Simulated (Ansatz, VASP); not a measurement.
## GaP2 in VASP and in Ansatz

```xyz
3
Lattice="5.1290 0.0000 0.0000 0.0000 5.1290 0.0000 0.0000 0.0000 2.3429" Properties=species:S:1:pos:R:3 pbc="T T T"
Ga    0.0000    0.0000    0.0000
P     0.0000    2.5645    0.0000
P     2.5645    0.0000    0.0000
```

Alike in both runs: functional PBE; k mesh 4 × 4 × 8; occupations gaussian, width 0.1 eV; no spin polarisation.

Ansatz relaxed the structure, and its values are those at the end. VASP's run is a single point on that final structure, the one shown.

|  | VASP | Ansatz |
| --- | --- | --- |
| version | VASP 6.6.1 | Ansatz 0.2.0 |
| potentials or method | VASP PAW PBE potentials, release 64 (Ga_d, P), cutoff 520 eV | scalar-relativistic, plane waves, PAW |
| valence electrons in the cell | 23 | 23 |

```tsv
	VASP	Ansatz	Ansatz less VASP
gap on the k mesh at the Fermi level (eV)	none	none	-
pressure (GPa)	0.2	0.2	-0.03
```

A gap of «none» marks a metal or a gap that the smearing closes.
